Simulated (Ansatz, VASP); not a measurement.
Sc: VASP beside Ansatz

The input INCAR:

```
PREC = Accurate ; ENCUT = 520
EDIFF = 1E-6 ; ISMEAR = -1
SIGMA = 0.03 ; LREAL = F
LASPH = T ; NELM = 80
ALGO = Normal ; ISIF = 2
LWAVE = F ; LCHARG = T
GGA = PS ; LELF = T
LVHAR = T ; NBANDS = 12
```

File KPOINTS:

```
Automatic mesh
0
Gamma
  12 12 12
```

Contents of POSCAR:

```
Sc
1.0
    0.0000000000      2.2241502598      2.2241502598
    2.2241502598      0.0000000000      2.2241502598
    2.2241502598      2.2241502598      0.0000000000
Sc
1
Direct
    0.0000000000      0.0000000000      0.0000000000
```

Input for Ansatz:

```yaml
crystal:
  lattice:
    - [0.0, 2.2241502598, 2.2241502598]
    - [2.2241502598, 0.0, 2.2241502598]
    - [2.2241502598, 2.2241502598, 0.0]
  atoms:
    - { symbol: Sc, position: [0.0, 0.0, 0.0] }
kpoints:
  mp_grid: { grid: [12, 12, 12] }
  band_path:
    path:
      - [0.0, 0.0, 0.0]
      - [0.5, 0.0, 0.5]
      - [0.625, 0.25, 0.625]
      - [0.375, 0.375, 0.75]
      - [0.0, 0.0, 0.0]
      - [0.5, 0.5, 0.5]
      - [0.5, 0.25, 0.75]
      - [0.5, 0.0, 0.5]
    npoints: 5
scf:
  occupations: { method: fermi_dirac, width: 0.03 }
hamiltonian:
  xc: pbesol
  pseudopotentials: { kind: all_electron, lapw: { basis_error: 0.00025 } }
output:
  forces: true
  stress: true
  eigenvalues: true
```

Change from the starting cell: volume scaled by 0.94.

Alike in both runs: task single point; functional PBEsol; k mesh 12 × 12 × 12; occupations fermi-dirac, width 0.03 eV; no spin polarisation.

|  | VASP | Ansatz |
| --- | --- | --- |
| version | VASP 6.6.1 | Ansatz 0.2.0 |
| potentials or method | VASP PAW PBE potentials, release 64 (Sc_sv), cutoff 520 eV | all-electron LAPW, scalar-relativistic |

|  | VASP | Ansatz | Ansatz less VASP |
| --- | --- | --- | --- |
| pressure (GPa) | 4.2 | 4.2 | -0.01 |

VASP's potentials were made for PBE, not for PBEsol. Ansatz ran all-electron here, and VASP with PAW potentials.
